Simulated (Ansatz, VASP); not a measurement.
## Two plane-wave programs on Bi2TeO4

```
Bi Te O
1.0
    -1.97500    1.97500    8.10000
     1.97500   -1.97500    8.10000
     1.97500    1.97500   -8.10000
Bi Te O
2 1 4
Direct
  0.66000 0.66000 0.00000
  0.34000 0.34000 0.00000
  0.00000 0.00000 0.00000
  0.87800 0.87800 0.00000
  0.12200 0.12200 0.00000
  0.75000 0.25000 0.50000
  0.25000 0.75000 0.50000
```

Alike in both runs: task relaxation of cell and atoms; functional PBE; k mesh 4 × 4 × 4; occupations gaussian, width 0.15 eV; no spin polarisation.

|  | VASP | Ansatz |
| --- | --- | --- |
| version | VASP 6.6.1 | Ansatz 0.2.0 |
| potentials or method | VASP PAW PBE potentials, release 64 (Bi_d, Te, O), cutoff 600 eV | scalar-relativistic, plane waves, PAW |
| valence electrons in the cell | 60 | 70 |

|  | VASP | Ansatz | Ansatz less VASP |
| --- | --- | --- | --- |
| gap on the k mesh at the Fermi level, each at its own relaxed structure (eV) | none | none | - |
| relaxed volume (Å³/atom) | 17.41 | 17.41 | +0.006 |
| relaxed length of the cell vector where the two differ most in proportion (Å) | 9.314 | 9.310 | -0.0033 |

A gap of «none» marks a metal or a gap that the smearing closes. VASP's potentials hold 60 valence electrons a cell and Ansatz's 70, so a difference there can come from the potentials and not from the codes.

The k mesh is coarse, so the values compare programs but aren't converged. Spin-orbit coupling is off throughout.
